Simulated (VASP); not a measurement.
Input of a VASP 6.6.1 run:

INCAR

```
PREC     = Accurate       # precision mode
ENCUT    = 520            # plane-wave cutoff, eV
EDIFF    = 1E-6           # SCF threshold, eV
ISMEAR   = -1             # smearing method
SIGMA    = 0.05           # smearing width, eV
LREAL    = F              # projectors in reciprocal space
LASPH    = T              # aspherical terms in the spheres
NELM     = 100            # most SCF steps
ALGO     = Normal         # electronic algorithm
ISIF     = 2              # what is computed and relaxed
LWAVE    = F              # write WAVECAR
LCHARG   = F              # write CHGCAR
GGA      = PE             # functional
NBANDS   = 19             # bands
```

KPOINTS

```
Automatic mesh
0
Gamma
  16 16 9
```

File POSCAR:

```
Zn
1.0
    2.3520643609      0.0000000000      0.0000000000
   -1.1760321804      2.0369474879      0.0000000000
    0.0000000000      0.0000000000      3.7745404426
Zn
2
Direct
    0.3333333333      0.6666666667      0.2500000000
    0.6666666667      0.3333333333      0.7500000000
```

Potentials or basis: VASP PAW PBE potentials, release 64 (Zn).

The run is started by

```bash
$ cat potpaw_PBE.64/Zn/POTCAR > POTCAR
$ mpirun -np 1 vasp_std > vasp.out
```

(1) Predict the band gap on the k mesh.

(2) What does it give for the pressure?

## Answers

(1) zero (band 12 reaches 10.22 eV, above the bottom of band 13 at 7.94 eV).

(2) 135.5 GPa.
